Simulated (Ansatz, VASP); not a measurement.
This is a calculation of Au for VASP 6.6.1.

The input INCAR:

```
PREC     = Accurate       # precision mode
ENCUT    = 520            # plane-wave cutoff, eV
EDIFF    = 1E-7           # SCF threshold, eV
ISMEAR   = -1             # smearing method
SIGMA    = 0.05           # smearing width, eV
LREAL    = F              # projectors in reciprocal space
LASPH    = T              # aspherical terms in the spheres
NELM     = 100            # most SCF steps
ALGO     = Fast           # electronic algorithm
ISIF     = 2              # what is computed and relaxed
LWAVE    = F              # write WAVECAR
LCHARG   = T              # write CHGCAR
LELF     = T              # ELF
LVHAR    = T            
NBANDS   = 12             # bands
```

Contents of KPOINTS:

```
regular mesh
0
Gamma
  11 11 11
```

File POSCAR:

```
Au
1.0
   -1.6234376908      1.6234376908      1.6234376908
    1.6234376908     -1.6234376908      1.6234376908
    1.6234376908      1.6234376908     -1.6234376908
Au
1
Direct
    0.0000000000      0.0000000000      0.0000000000
```

Potentials or basis: VASP PAW LDA potentials, release 64 (Au).

The run is started by

```sh
$ cat potpaw_LDA.64/Au/POTCAR > POTCAR
$ mpirun -np 1 vasp_std > vasp.out
```

Task: Set up the same calculation for Ansatz 0.2.0. Potentials there: Ansatz PAW.

Result: As run (the cutoff follows the program's own potentials):

File input.yaml:

```yaml
crystal:
  lattice:
    - [-1.6234376908, 1.6234376908, 1.6234376908]
    - [1.6234376908, -1.6234376908, 1.6234376908]
    - [1.6234376908, 1.6234376908, -1.6234376908]
  atoms:
    - { symbol: Au, position: [0.0, 0.0, 0.0] }
hamiltonian:
  xc: lda
  pseudopotentials: { kind: paw }
kpoints:
  mp_grid: { grid: [11, 11, 11] }
scf:
  occupations: { method: fermi_dirac, width: 0.05 }
output:
  forces: true
  stress: true
  eigenvalues: true
```

Potentials or basis: Ansatz PAW.

Run with:

```console
$ ansatz run input.yaml --threads 2 --pin off --max-ram 5632MiB --backend cpu --events-out ev --progress --plain --runs-dir out
```

Both were run:

|  | VASP | Ansatz | Ansatz less VASP |
| --- | --- | --- | --- |
| gap on the k mesh at the Fermi level (eV) | none | none | - |
| pressure (GPa) | -4.4 | -4.9 | -0.48 |

LDA's correlation is that of Perdew and Zunger in VASP and of Perdew and Wang (1992) in Ansatz. A gap of «none» marks a metal or a gap that the smearing closes. VASP's potentials hold 11 valence electrons a cell and Ansatz's 19, so a difference there can come from the potentials and not from the codes.

Neither program's run includes spin-orbit coupling.
